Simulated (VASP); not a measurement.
A run of VASP 6.6.1 is set up as follows.

The input INCAR:

```
PREC = Accurate
ENCUT = 520
EDIFF = 1E-6
ISMEAR = 0
SIGMA = 0.01
LREAL = False
LASPH = True
NELM = 60
ALGO = Normal
ISIF = 2
LWAVE = False
LCHARG = False
GGA = PE
NBANDS = 44
```

The input KPOINTS:

```
regular mesh
0
Gamma
  9 9 2
```

The input POSCAR:

```
Ge2Sb2Te5
1.0
    4.2933874809      0.0000000000      0.0000000000
   -2.1466937405      3.7181826268      0.0000000000
    0.0000000000      0.0000000000     17.6337926434
Ge Sb Te
2 2 5
Direct
    0.3333333333      0.6666666667      0.9017876724
    0.6666666667      0.3333333333      0.0982123276
    0.0000000000      0.0000000000      0.6905814319
    0.0000000000      0.0000000000      0.3094185681
    0.0000000000      0.0000000000      0.0000000000
    0.6666666667      0.3333333333      0.8059107218
    0.3333333333      0.6666666667      0.1940892782
    0.3333333333      0.6666666667      0.5935882123
    0.6666666667      0.3333333333      0.4064117877
```

Potentials or basis: VASP PAW PBE potentials, release 64 (Ge_d, Sb, Te).

Launch:

```bash
$ cat potpaw_PBE.64/Ge_d/POTCAR potpaw_PBE.64/Sb/POTCAR potpaw_PBE.64/Te/POTCAR > POTCAR
$ mpirun -np 1 vasp_std > vasp.out
```

Question: Predict the pressure.

Answer: -0.2 GPa.

Question: Predict the band gap on the k mesh.

Answer: 0.58 eV.

Question: Predict the largest force.

Answer: 0.017 eV/Å.

Forces on the atoms (eV/Å):
```
Ge   0.000  0.000 -0.007
Ge   0.000  0.000  0.007
Sb   0.000  0.000  0.017
Sb   0.000  0.000 -0.017
Te   0.000  0.000  0.000
Te   0.000  0.000 -0.011
Te   0.000  0.000  0.011
Te   0.000  0.000 -0.013
Te   0.000  0.000  0.013
```

Caveat: spin-orbit coupling is left out, which moves the levels of the heavy elements; an odd mesh through Γ misses points on the zone boundary, where band edges can lie; this functional lacks dispersion, which binds the layers, so the pressure and a relaxed spacing across them are unreliable.
